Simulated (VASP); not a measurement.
LiSi16 (a cell with a defect), 17 atoms in the cell. The cell holds a defect, 17 atoms: a = 7.679 Å, b = 7.679 Å, c = 7.679 Å, α = 60.00°, β = 60.00°, γ = 60.00°. 

```yaml
Program: VASP 6.6.1
Task: relaxation of the atoms
Functional: PBEsol
Potentials_or_basis: VASP PAW PBE potentials, release 64 (Si, Li_sv)
Cutoff: 520 eV
k_mesh: 2 × 2 × 2
Occupations: gaussian, width 0.05 eV
Spin: no spin polarisation
Dipole_correction: no
Charge: 1
Further_INCAR_settings: LREAL = Auto; ALGO = Normal; EDIFF = 1e-06; IBRION = 2; EDIFFG = -0.03; NSW = 80; NELECT = 66.0
```

Potentials or basis: VASP PAW PBE potentials, release 64 (Si, Li_sv).

Command:

```bash
$ cat potpaw_PBE.64/Si/POTCAR potpaw_PBE.64/Li_sv/POTCAR > POTCAR
$ mpirun -np 1 vasp_std > vasp.out
```

Hardware: 1 thread of Intel(R) Xeon(R) Platinum 8259CL CPU @ 2.50GHz (Skylake/Cascade Lake), on a shared host.

Q: How long does it take, and how much memory?

A: Run time: 110 min on 1 thread of Intel(R) Xeon(R) Platinum 8259CL CPU @ 2.50GHz (Skylake/Cascade Lake), on a shared host, peak memory 0.54 GiB. Counts: scf iterations 384, k points 8, ion steps 67.
